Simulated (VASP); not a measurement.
# Os (Fm-3m) in VASP: a series of runs

The runs below take Os through single point, with PBE.

Program: VASP 6.6.1. These are calculated values, not measurements. Logs are shortened: lines on timing, memory, paths and dates and some standing lists are left out, and cuts for length are marked.

**1. The cell of the first run**

The structure is cubic, space group Fm-3m (No. 225). Conventional cell: a = 3.890 Å, b = 3.890 Å, c = 3.890 Å, α = 90.00°, β = 90.00°, γ = 90.00°. Within 3.6 Å of Os (site symmetry m-3m) lie 12 Os at 2.75 Å.

**2. Single point, PBE**

File INCAR:

```
SYSTEM = Os
PREC = Accurate
ENCUT = 600
EDIFF = 1E-6
ISMEAR = -1
SIGMA = 0.1
LREAL = .FALSE.
LASPH = .TRUE.
NELM = 120
ALGO = Normal
ISIF = 2
LWAVE = .FALSE.
LCHARG = .FALSE.
GGA = PE
NBANDS = 10
GGA_COMPAT = .FALSE.
```

File KPOINTS:

```
regular mesh
0
G
  10 10 10
  0 0 0
```

File POSCAR:

```
Os
1.0
    0.0000000000      1.9450000000      1.9450000000
    1.9450000000      0.0000000000      1.9450000000
    1.9450000000      1.9450000000      0.0000000000
Os
1
Direct
    0.0000000000      0.0000000000      0.0000000000
```

Potentials or basis: VASP PAW PBE potentials, release 64 (Os).

Started as:

```sh
> cat potpaw_PBE.64/Os/POTCAR > POTCAR
> mpirun -np 1 vasp_std > vasp.out
```

OUTCAR:

```text
SYSTEM = Os
   PREC = Accurate
   ENCUT = 600
   EDIFF = 1E-6
   ISMEAR = -1
   LREAL = .FALSE.
   LASPH = .TRUE.
   NELM = 120
   ISIF = 2
   GGA = PE

 ion  position               nearest neighbor table
   1  0.000  0.000  0.000-

  LATTYP: Found a face centered cubic cell.
 ALAT       =     3.8900000000

  Lattice vectors:

 A1 = (   0.0000000000,   1.9450000000,   1.9450000000)
 A2 = (   1.9450000000,   0.0000000000,   1.9450000000)
 A3 = (   1.9450000000,   1.9450000000,   0.0000000000)

Analysis of symmetry for initial positions (statically):
=====================================================================
 Subroutine PRICEL returns:
 Original cell was already a primitive cell.

 Routine SETGRP: Setting up the symmetry group for a
 face centered cubic supercell.

 Subroutine GETGRP returns: Found 48 space group operations
 (whereof 48 operations were pure point group operations)
 out of a pool of 48 trial point group operations.

The static configuration has the point symmetry O_h .

Analysis of symmetry for dynamics (positions and initial velocities):
=====================================================================
 Subroutine PRICEL returns:
 Original cell was already a primitive cell.

 Routine SETGRP: Setting up the symmetry group for a
 face centered cubic supercell.

 Subroutine GETGRP returns: Found 48 space group operations
 (whereof 48 operations were pure point group operations)
 out of a pool of 48 trial point group operations.

The dynamic configuration has the point symmetry O_h .

 Subroutine INISYM returns: Found 48 space group operations
 (whereof 48 operations are pure point group operations),
 and found     1 'primitive' translations

----------------------------------------------------------------------------------------

                                     Primitive cell

  volume of cell :      14.7160

  direct lattice vectors                    reciprocal lattice vectors
     0.000000000  1.945000000  1.945000000    -0.257069409  0.257069409  0.257069409
     1.945000000  0.000000000  1.945000000     0.257069409 -0.257069409  0.257069409
     1.945000000  1.945000000  0.000000000     0.257069409  0.257069409 -0.257069409

  length of vectors
     2.750645379  2.750645379  2.750645379     0.445257277  0.445257277  0.445257277

  position of ions in fractional coordinates (direct lattice)
     0.000000000  0.000000000  0.000000000

  ion indices of the primitive-cell ions
   primitive index   ion index
                 1           1

----------------------------------------------------------------------------------------

 KPOINTS: regular mesh

Automatic generation of k-mesh.
 Grid dimensions read from file:
 generate k-points for:   10   10   10

 Generating k-lattice:

  Cartesian coordinates                     Fractional coordinates (reciprocal lattice)
    -0.025706941  0.025706941  0.025706941     0.100000000  0.000000000  0.000000000
     0.025706941 -0.025706941  0.025706941     0.000000000  0.100000000  0.000000000
     0.025706941  0.025706941 -0.025706941     0.000000000  0.000000000  0.100000000

  Length of vectors
     0.044525728  0.044525728  0.044525728

  Shift w.r.t. Gamma in fractional coordinates (k-lattice)
     0.000000000  0.000000000  0.000000000

 Subroutine IBZKPT returns following result:
 ===========================================

 Found     47 irreducible k-points:

 Following reciprocal coordinates:
            Coordinates               Weight
  0.000000  0.000000  0.000000      1.000000
  0.100000  0.000000  0.000000      8.000000
  0.200000  0.000000  0.000000      8.000000
  0.300000  0.000000  0.000000      8.000000
  0.400000  0.000000  0.000000      8.000000
  0.500000  0.000000  0.000000      4.000000
[... 16 lines left out ...]
  0.300000  0.300000  0.000000      6.000000
  0.400000  0.300000  0.000000     24.000000
 [... further k-points ...]
   k-points           NKPTS =     47   k-points in BZ     NKDIM =     47   number of bands    NBANDS=     10
   number of dos      NEDOS =    301   number of ions     NIONS =      1
   total plane-waves  NPLWV =  13824
   dimension x,y,z NGX =    24 NGY =   24 NGZ =   24
   dimension x,y,z NGXF=    48 NGYF=   48 NGZF=   48
   ions per type =               1
   NGX,Y,Z   is equivalent  to a cutoff of  14.51, 14.51, 14.51 a.u.
   NGXF,Y,Z  is equivalent  to a cutoff of  29.01, 29.01, 29.01 a.u.
 SYSTEM =  Os
   PREC   = accura    normal or accurate (medium, high low for compatibility)
   ISTART =      0    job   : 0-new  1-cont  2-samecut
   ICHARG =      2    charge: 1-file 2-atom 10-const
   ISPIN  =      1    spin polarized calculation?
   LNONCOLLINEAR =      F non collinear calculations
   LSORBIT =      F    spin-orbit coupling
   LASPH  =      T    aspherical Exc in radial PAW
   ENCUT  =  600.0 eV  44.10 Ry    6.64 a.u.   5.49  5.49  5.49*2*pi/ulx,y,z
   NELM   =    120;   NELMIN=  2; NELMDL= -5     # of ELM steps
   EDIFF  = 0.1E-05   stopping-criterion for ELM
   LREAL  =      F    real-space projection
   EDIFFG = 0.1E-04   stopping-criterion for IOM
   NSW    =      0    number of steps for IOM
   IBRION =     -1    ionic relax: 0-MD 1-quasi-New 2-CG
   NFREE  =      0    steps in history (QN), initial steepest desc. (CG)
   ISIF   =      2    stress and relaxation
   ISYM   =      2    0-nonsym 1-usesym 2-fastsym
   POTIM  = 0.5000    time-step for ionic-motion
   TEBEG  =    0.0;   TEEND  =   0.0 temperature during run
   PSTRESS=    0.0 pullay stress
   NELECT =       8.0000    total number of electrons
   NUPDOWN=      -1.0000    fix difference up-down
   EMIN   =  10.00;   EMAX   =-10.00  energy-range for DOS
   EFERMI =   0.00;   METHOD = LEGACY
   ISMEAR =    -1;   SIGMA  =   0.10  broadening in eV -4-tet -1-fermi 0-gaus
   EFERMI_NEDOS =   21; number of points for ismear=-14 and -15
   IALGO  =     38    algorithm
   IMIX   =      4    mixing-type and parameters
     AMIX     =   0.40;   BMIX     =  1.00
     AMIX_MAG =   1.60;   BMIX_MAG =  1.00
  volume/ion in A,a.u.               =      14.72        99.31
  Fermi-wavevector in a.u.,A,eV,Ry     =   1.336109  2.524880 24.288947  1.785187
  Thomas-Fermi vector in A             =   2.464761
   LORBIT       =      0    0 simple, 1 ext, 2 COOP (PROOUT), +10 PAW based schemes
   GGA     = PE    functional components
   LHFCALC =     F    Hartree Fock is set to
   AEXX    =    0.0000 exact exchange contribution
   IVDW    =     0    specifies the selected vdW correction
   LEPSILON=     F    determine dielectric tensor
   LRPA    =     F    only Hartree local field effects (RPA)
 non-spin polarized calculation
  energy-cutoff  :      600.00
  volume of cell :       14.72
 maximum number of plane-waves:       531
 NGX is ok and might be reduce to    24
   NGX = 11   NGY = 11   NGZ = 11

 number of electron       8.0000000 magnetization

 Free energy of the ion-electron system (eV)
  ---------------------------------------------------
  ext. energy  EPLUGINS =         0.00000000
  ---------------------------------------------------
  free energy    TOTEN  =       -11.08701744 eV

  energy without entropy =      -11.04450669  energy(sigma->0) =      -11.06576207

 E-fermi :   8.6484     XC(G=0): -13.7631

 val. band max:        8.6440546652   @ k =   0.0000   0.0000   0.0000
 cond. band min:       8.6501622170   @ k =   0.3000   0.1000   0.0000
 fundamental gap:      0.0061075518
 Fermi energy:         8.6483934538

 k-point     1 :       0.0000    0.0000    0.0000
  band No.  band energies     occupation
      1      -1.7723      2.00000
      2       5.8189      2.00000
      3       5.8189      2.00000
      4       5.8189      2.00000
      5       8.6441      1.02169
      6       8.6441      1.02169
      7      22.8706      0.00000
      8      28.4027      0.00000
      9      28.4027      0.00000
     10      28.4027      0.00000

 k-point     2 :       0.1000    0.0000    0.0000
  band No.  band energies     occupation
      1      -1.3363      2.00000
      2       5.5739      2.00000
      3       6.0061      2.00000
      4       6.0061      2.00000
      5       8.5227      1.55686
      6       8.5227      1.55686
      7      23.6514      0.00000
      8      26.5509      0.00000
      9      29.1656      0.00000
     10      29.1656      0.00000

 k-point     3 :       0.2000    0.0000    0.0000
  band No.  band energies     occupation
      1      -0.1990      2.00000
      2       5.1727      2.00000
      3       6.2870      2.00000
      4       6.2870      2.00000
      5       8.5291      1.53445
      6       8.5291      1.53445
      7      23.7897      0.00000
      8      25.4881      0.00000
      9      31.2431      0.00000
     10      31.2431      0.00000

 k-point     4 :       0.3000    0.0000    0.0000
  band No.  band energies     occupation
      1       0.9518      2.00000
      2       5.5062      2.00000
      3       6.1347      2.00000
      4       6.1347      2.00000
      5       9.2892      0.00329
      6       9.2892      0.00329
      7      21.3414      0.00000
      8      25.0673      0.00000
      9      32.4874      0.00000
     10      32.4875      0.00000

 k-point     5 :       0.4000    0.0000    0.0000
  band No.  band energies     occupation
      1       1.3346      2.00000
      2       5.8147      2.00000
      3       5.8147      2.00000
      4       7.1605      2.00000
      5      10.3639      0.00000
      6      10.3639      0.00000
      7      18.6203      0.00000
      8      23.0850      0.00000
      9      29.6374      0.00000
     10      29.6374      0.00000

 k-point     6 :       0.5000    0.0000    0.0000
  band No.  band energies     occupation
      1       1.3510      2.00000
      2       5.6782      2.00000
      3       5.6782      2.00000
      4       8.4032      1.84133
      5      10.8750      0.00000
      6      10.8750      0.00000
      7      16.9876      0.00000
      8      22.4011      0.00000
      9      28.4741      0.00000
     10      28.4741      0.00000
[... 183 lines left out ...]
 k-point    21 :      -0.3000    0.2000    0.0000
  band No.  band energies     occupation
      1       2.7319      2.00000
      2       4.9563      2.00000
      3       5.1542      2.00000
      4       6.9510      2.00000
      5       8.8567      0.22154
      6      12.6635      0.00000
      7      20.0421      0.00000
      8      24.5266      0.00000
      9      26.1618      0.00000
     10      31.5620      0.00000

 k-point    22 :      -0.2000    0.2000    0.0000
  band No.  band energies     occupation
      1       1.9161      2.00000
      2       4.5045      2.00000
      3       5.6949      2.00000
      4       7.2510      2.00000
      5       7.5986      1.99994
      6      11.1476      0.00000
      7      22.5726      0.00000
      8      26.1237      0.00000
      9      27.3601      0.00000
     10      29.4405      0.00000

 k-point    23 :       0.3000    0.3000    0.0000
  band No.  band energies     occupation
      1       1.7651      2.00000
      2       3.2131      2.00000
      3       6.7531      2.00000
      4       8.7356      0.58966
      5       8.7356      0.58966
      6       9.9963      0.00000
      7      25.4556      0.00000
      8      25.4556      0.00000
      9      26.7862      0.00000
     10      29.4242      0.00000

 k-point    24 :       0.4000    0.3000    0.0000
  band No.  band energies     occupation
      1       2.1031      2.00000
      2       2.9754      2.00000
      3       6.8572      2.00000
      4       8.9656      0.08043
      5      10.5763      0.00000
      6      10.7369      0.00000
      7      21.9363      0.00000
      8      24.0960      0.00000
      9      25.3547      0.00000
     10      29.9299      0.00000

 [... further k-points ...]

------------------------ aborting loop because EDIFF is reached ----------------------------------------

  FORCE on cell =-STRESS in cart. coord.  units (eV):
  Direction    XX          YY          ZZ          XY          YZ          ZX
  --------------------------------------------------------------------------------------
  -------------------------------------------------------------------------------------
  Total       -0.8217315     -0.8217315     -0.8217315      0.0000000      0.0000000      0.0000000
  in kB      -89.4647003    -89.4647003    -89.4647003      0.0000000      0.0000000      0.0000000
  external PRESSURE =     -89.4647003 kB  Pullay stress =       0.0000000 kB

 VOLUME and BASIS-vectors are now :
 -----------------------------------------------------------------------------
  energy-cutoff  :      600.00
  volume of cell :       14.72
      direct lattice vectors                 reciprocal lattice vectors
     0.000000000  1.945000000  1.945000000    -0.257069409  0.257069409  0.257069409
     1.945000000  0.000000000  1.945000000     0.257069409 -0.257069409  0.257069409
     1.945000000  1.945000000  0.000000000     0.257069409  0.257069409 -0.257069409

 POSITION                                       TOTAL-FORCE (eV/Angst)
 -----------------------------------------------------------------------------------
      0.00000      0.00000      0.00000        -0.000000      0.000000      0.000000
 -----------------------------------------------------------------------------------
    total drift:                               -0.000000     -0.000000     -0.000000

  FREE ENERGIE OF THE ION-ELECTRON SYSTEM (eV)
  ---------------------------------------------------
  free  energy   TOTEN  =       -11.0870174445 eV

  energy  without entropy=      -11.0445066939  energy(sigma->0) =      -11.06576207
```

Wall time 7 s (1 thread of AMD EPYC 9R45 (Zen 5), shared host); peak memory 0.11 GiB.

Results:

- Free energy: -11.0870 eV
- Pressure: -8.9 GPa
- Band gap on the k mesh: zero (band 4 reaches 10.85 eV, above the bottom of band 5 at 7.17 eV)

Caveat: spin-orbit coupling is left out, which moves the levels of the heavy elements.

**3. Single point, PBE**

This run uses another cell than the first one, of 15.16 Å³/atom, 1.030 times its volume.

File INCAR:

```
PREC = Accurate
ENCUT = 600
EDIFF = 1E-6
ISMEAR = -1
SIGMA = 0.1
LREAL = F
LASPH = T
NELM = 120
ALGO = Normal
ISIF = 2
LWAVE = F
LCHARG = F
GGA = PE
NBANDS = 10
GGA_COMPAT = F
```

File KPOINTS:

```
regular mesh
0
Gamma
  10 10 10
```

File POSCAR:

```
Os
1.0
    0.0000000000      1.9642586782      1.9642586782
    1.9642586782      0.0000000000      1.9642586782
    1.9642586782      1.9642586782      0.0000000000
Os
1
Direct
    0.0000000000      0.0000000000      0.0000000000
```

Potentials or basis: VASP PAW PBE potentials, release 64 (Os).

Started as:

```sh
> cat potpaw_PBE.64/Os/POTCAR > POTCAR
> mpirun -np 1 vasp_std > vasp.out
```

OUTCAR:

```text
PREC = Accurate
   ENCUT = 600
   EDIFF = 1E-6
   ISMEAR = -1
   LREAL = F
   LASPH = T
   NELM = 120
   ISIF = 2
   GGA = PE

 ion  position               nearest neighbor table
   1  0.000  0.000  0.000-

  LATTYP: Found a face centered cubic cell.
 ALAT       =     3.9285173564

  Lattice vectors:

 A1 = (   0.0000000000,   1.9642586782,   1.9642586782)
 A2 = (   1.9642586782,   0.0000000000,   1.9642586782)
 A3 = (   1.9642586782,   1.9642586782,   0.0000000000)

[... 489 lines left out ...]
     10      29.0662      0.00000

 [... further k-points ...]

------------------------ aborting loop because EDIFF is reached ----------------------------------------

  FORCE on cell =-STRESS in cart. coord.  units (eV):
  Direction    XX          YY          ZZ          XY          YZ          ZX
  --------------------------------------------------------------------------------------
  -------------------------------------------------------------------------------------
  Total       -1.7515586     -1.7515586     -1.7515586      0.0000000      0.0000000      0.0000000
  in kB     -185.1438231   -185.1438231   -185.1438231      0.0000000      0.0000000      0.0000000
  external PRESSURE =    -185.1438231 kB  Pullay stress =       0.0000000 kB

 VOLUME and BASIS-vectors are now :
 -----------------------------------------------------------------------------
  energy-cutoff  :      600.00
  volume of cell :       15.16
      direct lattice vectors                 reciprocal lattice vectors
     0.000000000  1.964258678  1.964258678    -0.254548958  0.254548958  0.254548958
     1.964258678  0.000000000  1.964258678     0.254548958 -0.254548958  0.254548958
     1.964258678  1.964258678  0.000000000     0.254548958  0.254548958 -0.254548958

 POSITION                                       TOTAL-FORCE (eV/Angst)
 -----------------------------------------------------------------------------------
      0.00000      0.00000      0.00000         0.000000     -0.000000      0.000000
 -----------------------------------------------------------------------------------
    total drift:                                0.000000      0.000000      0.000000

  FREE ENERGIE OF THE ION-ELECTRON SYSTEM (eV)
  ---------------------------------------------------
  free  energy   TOTEN  =       -11.0488584901 eV

  energy  without entropy=      -11.0048370767  energy(sigma->0) =      -11.02684778
```

OSZICAR:

```text
N       E                     dE             d eps       ncg     rms          rms(c)
DAV:   1     0.402695470334E+02    0.40270E+02   -0.45589E+03   948   0.838E+02
DAV:   2    -0.105082491118E+02   -0.50778E+02   -0.47247E+02   962   0.208E+02
DAV:   3    -0.117946281773E+02   -0.12864E+01   -0.12703E+01  1126   0.311E+01
DAV:   4    -0.117983287969E+02   -0.37006E-02   -0.36996E-02  1020   0.179E+00
DAV:   5    -0.117983426499E+02   -0.13853E-04   -0.13853E-04  1048   0.102E-01    0.137E+01
DAV:   6    -0.111975151680E+02    0.60083E+00   -0.75322E-01  1104   0.694E+00    0.568E+00
DAV:   7    -0.110526592971E+02    0.14486E+00   -0.43832E-01  1156   0.501E+00    0.349E-01
DAV:   8    -0.110507418621E+02    0.19174E-02   -0.20072E-03   962   0.362E-01    0.316E-01
DAV:   9    -0.110488728193E+02    0.18690E-02   -0.11737E-03  1026   0.356E-01    0.199E-02
DAV:  10    -0.110488665749E+02    0.62444E-05   -0.19572E-05  1034   0.326E-02    0.664E-03
DAV:  11    -0.110488584759E+02    0.80990E-05   -0.18331E-06   938   0.196E-02    0.228E-03
DAV:  12    -0.110488584901E+02   -0.14209E-07   -0.10185E-08   502   0.863E-04
   1 F= -.11048858E+02 E0= -.11026848E+02  d E =-.440214E-01
```

stdout:

```text
POSCAR found type information on POSCAR Os
 POSCAR found :  1 types and       1 ions
 scaLAPACK will be used
 LDA part: xc-table for (Slater+PW92), standard interpolation
 POSCAR, INCAR and KPOINTS ok, starting setup
 FFT: planning ... GRIDC
 FFT: planning ... GRID_SOFT
 FFT: planning ... GRID
 WAVECAR not read
 entering main loop
```

It took 6.6 s on 1 thread of AMD EPYC 9R45 (Zen 5), shared host; peak memory 0.11 GiB.

Results:

* Free energy: -11.0489 eV
* Pressure: -18.5 GPa
* Band gap on the k mesh: zero (band 4 reaches 10.38 eV, above the bottom of band 5 at 6.81 eV)

Levels at points of the mesh, in eV from the Fermi level:
| k point | band 1 | band 2 | band 3 | band 4 | band 5 | band 6 | band 7 | band 8 | band 9 |
| --- | --- | --- | --- | --- | --- | --- | --- | --- | --- |
| (0.00, 0.00, 0.00) | -10.16 | -2.71 | -2.71 | -2.71 | -0.01 | -0.01 | 14.23 | 19.59 | 19.59 |
| (0.50, 0.00, 0.00) | -7.04 | -2.84 | -2.84 | -0.22 | 2.12 | 2.12 | 7.98 | 13.76 | 19.52 |
| (0.50, 0.50, 0.00) | -6.84 | -6.18 | 2.07 | 2.15 | 2.72 | 2.72 | 10.98 | 11.72 | 11.72 |

Caveat: spin-orbit coupling is left out, which moves the levels of the heavy elements.

[end of part 1 of 2]
